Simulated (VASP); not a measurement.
# Sn (Fd-3m) in VASP: a series of runs

The runs below take Sn through electric field gradients, with PBEsol.

Everything below comes from runs of VASP 6.6.1. Logs are shortened: lines on timing, memory, paths and dates and some standing lists are left out, and cuts for length are marked.

## (1) The cell of the first run

The structure is cubic, space group Fd-3m (No. 227). The conventional cell has a = 6.469 Å, b = 6.469 Å, c = 6.469 Å, α = 90.00°, β = 90.00°, γ = 90.00°. Sn (site symmetry -43m) has 4 Sn at 2.80 Å within 3.7 Å.

This isn't the form of Sn at room conditions, which is tetragonal (white tin).

## (2) Electric field gradients, PBEsol (33.85 Å³/atom)

File INCAR:

```
SYSTEM = Sn
PREC = Accurate
ENCUT = 520
EDIFF = 1E-8
ISMEAR = -1
SIGMA = 0.05
LREAL = .False.
LASPH = .True.
NELM = 80
ALGO = Normal
ISIF = 2
LWAVE = .False.
LCHARG = .False.
GGA = PS
LEFG = .True.
NBANDS = 21
```

File KPOINTS:

```
Automatic mesh
0
Gamma
  11 11 11
  0 0 0
```

File POSCAR:

```
Sn
1.0
    0.0000000000      3.2347450694      3.2347450694
    3.2347450694      0.0000000000      3.2347450694
    3.2347450694      3.2347450694      0.0000000000
Sn
2
Direct
    0.5000000000      0.5000000000      0.5000000000
    0.7500000000      0.7500000000      0.7500000000
```

Potentials or basis: VASP PAW PBE potentials, release 64 (Sn_d).

Started as:

```console
$ cat potpaw_PBE.64/Sn_d/POTCAR > POTCAR
$ mpirun -np 1 vasp_std > vasp.out
```

OUTCAR:

```text
SYSTEM = Sn
   PREC = Accurate
   ENCUT = 520
   EDIFF = 1E-8
   ISMEAR = -1
   LREAL = .False.
   LASPH = .True.
   NELM = 80
   ISIF = 2
   GGA = PS

 ion  position               nearest neighbor table
   1  0.500  0.500  0.500-   2 2.80   2 2.80   2 2.80   2 2.80
   2  0.750  0.750  0.750-   1 2.80   1 2.80   1 2.80   1 2.80

  LATTYP: Found a face centered cubic cell.
 ALAT       =     6.4694901388

  Lattice vectors:

 A1 = (   0.0000000000,   3.2347450694,   3.2347450694)
 A2 = (   3.2347450694,   0.0000000000,   3.2347450694)
 A3 = (   3.2347450694,   3.2347450694,   0.0000000000)

Analysis of symmetry for initial positions (statically):
=====================================================================
 Subroutine PRICEL returns:
 Original cell was already a primitive cell.

 Routine SETGRP: Setting up the symmetry group for a
 face centered cubic supercell.

 Subroutine GETGRP returns: Found 48 space group operations
 (whereof 24 operations were pure point group operations)
 out of a pool of 48 trial point group operations.

The static configuration has the point symmetry T_d .
 The point group associated with its full space group is O_h .

Analysis of symmetry for dynamics (positions and initial velocities):
=====================================================================
 Subroutine PRICEL returns:
 Original cell was already a primitive cell.

 Routine SETGRP: Setting up the symmetry group for a
 face centered cubic supercell.

 Subroutine GETGRP returns: Found 48 space group operations
 (whereof 24 operations were pure point group operations)
 out of a pool of 48 trial point group operations.

The dynamic configuration has the point symmetry T_d .
 The point group associated with its full space group is O_h .

 Subroutine INISYM returns: Found 48 space group operations
 (whereof 24 operations are pure point group operations),
 and found     1 'primitive' translations

----------------------------------------------------------------------------------------

                                     Primitive cell

  volume of cell :      67.6940

  direct lattice vectors                    reciprocal lattice vectors
     0.000000000  3.234745069  3.234745069    -0.154571686  0.154571686  0.154571686
     3.234745069  0.000000000  3.234745069     0.154571686 -0.154571686  0.154571686
     3.234745069  3.234745069  0.000000000     0.154571686  0.154571686 -0.154571686

  length of vectors
     4.574620348  4.574620348  4.574620348     0.267726014  0.267726014  0.267726014

  position of ions in fractional coordinates (direct lattice)
     0.500000000  0.500000000  0.500000000
     0.750000000  0.750000000  0.750000000

  ion indices of the primitive-cell ions
   primitive index   ion index
                 1           1
                 2           2

----------------------------------------------------------------------------------------

 KPOINTS: Automatic mesh

Automatic generation of k-mesh.
 Grid dimensions read from file:
 generate k-points for:   11   11   11

 Generating k-lattice:

  Cartesian coordinates                     Fractional coordinates (reciprocal lattice)
    -0.014051971  0.014051971  0.014051971     0.090909091  0.000000000  0.000000000
     0.014051971 -0.014051971  0.014051971     0.000000000  0.090909091  0.000000000
     0.014051971  0.014051971 -0.014051971     0.000000000  0.000000000  0.090909091

  Length of vectors
     0.024338729  0.024338729  0.024338729

  Shift w.r.t. Gamma in fractional coordinates (k-lattice)
     0.000000000  0.000000000  0.000000000

 Subroutine IBZKPT returns following result:
 ===========================================

 Found     56 irreducible k-points:

 Following reciprocal coordinates:
            Coordinates               Weight
  0.000000  0.000000  0.000000      1.000000
  0.090909  0.000000  0.000000      8.000000
  0.181818  0.000000  0.000000      8.000000
  0.272727  0.000000  0.000000      8.000000
  0.363636  0.000000  0.000000      8.000000
  0.454545  0.000000  0.000000      8.000000
[... 16 lines left out ...]
 -0.272727  0.181818  0.000000     24.000000
 -0.181818  0.181818  0.000000     12.000000
 [... further k-points ...]
   k-points           NKPTS =     56   k-points in BZ     NKDIM =     56   number of bands    NBANDS=     21
   number of dos      NEDOS =    301   number of ions     NIONS =      2
   total plane-waves  NPLWV =  46656
   dimension x,y,z NGX =    36 NGY =   36 NGZ =   36
   dimension x,y,z NGXF=    72 NGYF=   72 NGZF=   72
   ions per type =               2
   NGX,Y,Z   is equivalent  to a cutoff of  13.08, 13.08, 13.08 a.u.
   NGXF,Y,Z  is equivalent  to a cutoff of  26.17, 26.17, 26.17 a.u.
 SYSTEM =  Sn
   PREC   = accura    normal or accurate (medium, high low for compatibility)
   ISTART =      0    job   : 0-new  1-cont  2-samecut
   ICHARG =      2    charge: 1-file 2-atom 10-const
   ISPIN  =      1    spin polarized calculation?
   LNONCOLLINEAR =      F non collinear calculations
   LSORBIT =      F    spin-orbit coupling
   LASPH  =      T    aspherical Exc in radial PAW
   ENCUT  =  520.0 eV  38.22 Ry    6.18 a.u.   8.51  8.51  8.51*2*pi/ulx,y,z
   NELM   =     80;   NELMIN=  2; NELMDL= -5     # of ELM steps
   EDIFF  = 0.1E-07   stopping-criterion for ELM
   LREAL  =      F    real-space projection
   EDIFFG = 0.1E-06   stopping-criterion for IOM
   NSW    =      0    number of steps for IOM
   IBRION =     -1    ionic relax: 0-MD 1-quasi-New 2-CG
   NFREE  =      0    steps in history (QN), initial steepest desc. (CG)
   ISIF   =      2    stress and relaxation
   ISYM   =      2    0-nonsym 1-usesym 2-fastsym
   POTIM  = 0.5000    time-step for ionic-motion
   TEBEG  =    0.0;   TEEND  =   0.0 temperature during run
   PSTRESS=    0.0 pullay stress
   NELECT =      28.0000    total number of electrons
   NUPDOWN=      -1.0000    fix difference up-down
   EMIN   =  10.00;   EMAX   =-10.00  energy-range for DOS
   EFERMI =   0.00;   METHOD = LEGACY
   ISMEAR =    -1;   SIGMA  =   0.05  broadening in eV -4-tet -1-fermi 0-gaus
   EFERMI_NEDOS =   21; number of points for ismear=-14 and -15
   IALGO  =     38    algorithm
   IMIX   =      4    mixing-type and parameters
     AMIX     =   0.40;   BMIX     =  1.00
     AMIX_MAG =   1.60;   BMIX_MAG =  1.00
  volume/ion in A,a.u.               =      33.85       228.41
  Fermi-wavevector in a.u.,A,eV,Ry     =   1.219769  2.305028 20.243230  1.487835
  Thomas-Fermi vector in A             =   2.355009
   LORBIT       =      0    0 simple, 1 ext, 2 COOP (PROOUT), +10 PAW based schemes
   GGA     = PS    functional components
   LHFCALC =     F    Hartree Fock is set to
   AEXX    =    0.0000 exact exchange contribution
   IVDW    =     0    specifies the selected vdW correction
   LEPSILON=     F    determine dielectric tensor
   LRPA    =     F    only Hartree local field effects (RPA)
 non-spin polarized calculation
  energy-cutoff  :      520.00
  volume of cell :       67.69
 maximum number of plane-waves:      1840
 NGX is ok and might be reduce to    36
   NGX = 17   NGY = 17   NGZ = 17

 number of electron      28.0000007 magnetization

 Free energy of the ion-electron system (eV)
  ---------------------------------------------------
  ext. energy  EPLUGINS =         0.00000000
  ---------------------------------------------------
  free energy    TOTEN  =        -8.45559213 eV

  energy without entropy =       -8.45384923  energy(sigma->0) =       -8.45472068

 E-fermi :   5.5805     XC(G=0):  -9.1068

 val. band max:        5.5561619394   @ k =   0.4545   0.0000   0.0000
 cond. band min:       5.6607715476   @ k =   0.3636   0.0000   0.0000
 fundamental gap:      0.1046096083
 Fermi energy:         5.5804867961

 k-point     1 :       0.0000    0.0000    0.0000
  band No.  band energies     occupation
      1     -16.0311      2.00000
      2     -16.0311      2.00000
      3     -16.0311      2.00000
      4     -15.9693      2.00000
      5     -15.9693      2.00000
      6     -15.6498      2.00000
[... 13 lines left out ...]
     20      13.5812      0.00000
     21      13.5812      0.00000

 k-point     2 :       0.0909    0.0000    0.0000
  band No.  band energies     occupation
      1     -16.0378      2.00000
      2     -16.0378      2.00000
      3     -16.0290      2.00000
      4     -15.9601      2.00000
      5     -15.9601      2.00000
      6     -15.6650      2.00000
[... 13 lines left out ...]
     20      12.8725      0.00000
     21      12.8725      0.00000

 k-point     3 :       0.1818    0.0000    0.0000
  band No.  band energies     occupation
      1     -16.0498      2.00000
      2     -16.0498      2.00000
      3     -16.0233      2.00000
      4     -15.9417      2.00000
      5     -15.9417      2.00000
      6     -15.6833      2.00000
[... 13 lines left out ...]
     20      12.4299      0.00000
     21      12.4299      0.00000

 k-point     4 :       0.2727    0.0000    0.0000
  band No.  band energies     occupation
      1     -16.0596      2.00000
      2     -16.0596      2.00000
      3     -16.0158      2.00000
      4     -15.9243      2.00000
      5     -15.9243      2.00000
      6     -15.6978      2.00000
[... 13 lines left out ...]
     20      12.5205      0.00000
     21      12.5205      0.00000

 k-point     5 :       0.3636    0.0000    0.0000
  band No.  band energies     occupation
      1     -16.0655      2.00000
      2     -16.0655      2.00000
      3     -16.0085      2.00000
      4     -15.9126      2.00000
      5     -15.9126      2.00000
      6     -15.7067      2.00000
[... 13 lines left out ...]
     20      13.1709      0.00000
     21      13.1709      0.00000
[... 382 lines left out ...]
     20      13.8267      0.00000
     21      13.9347      0.00000

 k-point    22 :      -0.3636    0.1818    0.0000
  band No.  band energies     occupation
      1     -16.0929      2.00000
      2     -16.0784      2.00000
      3     -15.9659      2.00000
      4     -15.8950      2.00000
      5     -15.8724      2.00000
      6     -15.7469      2.00000
[... 13 lines left out ...]
     20      12.7692      0.00000
     21      13.9160      0.00000

 k-point    23 :      -0.2727    0.1818    0.0000
  band No.  band energies     occupation
      1     -16.0834      2.00000
      2     -16.0766      2.00000
      3     -15.9779      2.00000
      4     -15.9127      2.00000
      5     -15.8793      2.00000
      6     -15.7444      2.00000
[... 13 lines left out ...]
     20      13.1422      0.00000
     21      14.6902      0.00000

 k-point    24 :      -0.1818    0.1818    0.0000
  band No.  band energies     occupation
      1     -16.0705      2.00000
      2     -16.0685      2.00000
      3     -15.9989      2.00000
      4     -15.9264      2.00000
      5     -15.8982      2.00000
      6     -15.7290      2.00000
[... 13 lines left out ...]
     20      13.0995      0.00000
     21      13.4434      0.00000

 [... further k-points ...]

------------------------ aborting loop because EDIFF is reached ----------------------------------------

  FORCE on cell =-STRESS in cart. coord.  units (eV):
  Direction    XX          YY          ZZ          XY          YZ          ZX
  --------------------------------------------------------------------------------------
  -------------------------------------------------------------------------------------
  Total        0.5901406      0.5901406      0.5901406      0.0000000     -0.0000000     -0.0000000
  in kB       13.9674100     13.9674100     13.9674100      0.0000000     -0.0000000     -0.0000000
  external PRESSURE =      13.9674100 kB  Pullay stress =       0.0000000 kB

 VOLUME and BASIS-vectors are now :
 -----------------------------------------------------------------------------
  energy-cutoff  :      520.00
  volume of cell :       67.69
      direct lattice vectors                 reciprocal lattice vectors
     0.000000000  3.234745069  3.234745069    -0.154571686  0.154571686  0.154571686
     3.234745069  0.000000000  3.234745069     0.154571686 -0.154571686  0.154571686
     3.234745069  3.234745069  0.000000000     0.154571686  0.154571686 -0.154571686

 POSITION                                       TOTAL-FORCE (eV/Angst)
 -----------------------------------------------------------------------------------
      3.23475      3.23475      3.23475        -0.000000     -0.000000     -0.000000
      4.85212      4.85212      4.85212         0.000000      0.000000      0.000000
 -----------------------------------------------------------------------------------
    total drift:                                0.000000      0.000000      0.000000

  FREE ENERGIE OF THE ION-ELECTRON SYSTEM (eV)
  ---------------------------------------------------
  free  energy   TOTEN  =        -8.4555921263 eV

  energy  without entropy=       -8.4538492284  energy(sigma->0) =       -8.45472068

 Electric field gradients (V/A^2)
---------------------------------------------------------------------
 ion       V_xx      V_yy      V_zz      V_xy      V_xz      V_yz
---------------------------------------------------------------------
   1      -0.000     0.000     0.000    -0.000    -0.000    -0.000
   2      -0.000     0.000    -0.000    -0.000    -0.000    -0.000
---------------------------------------------------------------------

 Electric field gradients after diagonalization (V/A^2)
 (convention: |V_zz| > |V_xx| > |V_yy|)
----------------------------------------------------------------------
 ion       V_xx      V_yy      V_zz     asymmetry (V_yy - V_xx)/ V_zz
----------------------------------------------------------------------
   1       0.000     0.000    -0.000       0.000
   2       0.000     0.000    -0.000       0.000
----------------------------------------------------------------------

           NMR quadrupolar parameters

 Cq : quadrupolar parameter    Cq=e*Q*V_zz/h
 eta: asymmetry parameters     (V_yy - V_xx)/ V_zz
 Q  : nuclear electric quadrupole moment in mb (millibarn)
----------------------------------------------------------------------
 ion       Cq(MHz)       eta       Q (mb)
----------------------------------------------------------------------
   1      -0.000       0.000       1.000
   2      -0.000       0.000       1.000
----------------------------------------------------------------------
```

It took 41 s on 1 thread of Intel Xeon Platinum 8488C (Sapphire Rapids), shared host; peak memory 0.22 GiB.

What came out:

```yaml
Free_energy: -8.4556 eV
Pressure: 1.4 GPa
Band_gap_on_the_k_mesh: zero (bands 14 and 15 overlap by 0.12 eV)
Largest_electric_field_gradient_by_atom: zero within the noise of the run
```

Caveat: the PAW data sets were made with another functional, which shifts forces and pressure a little; spin-orbit coupling is left out, which moves the levels of the heavy elements.

(Part 1 of 2 ends here.)
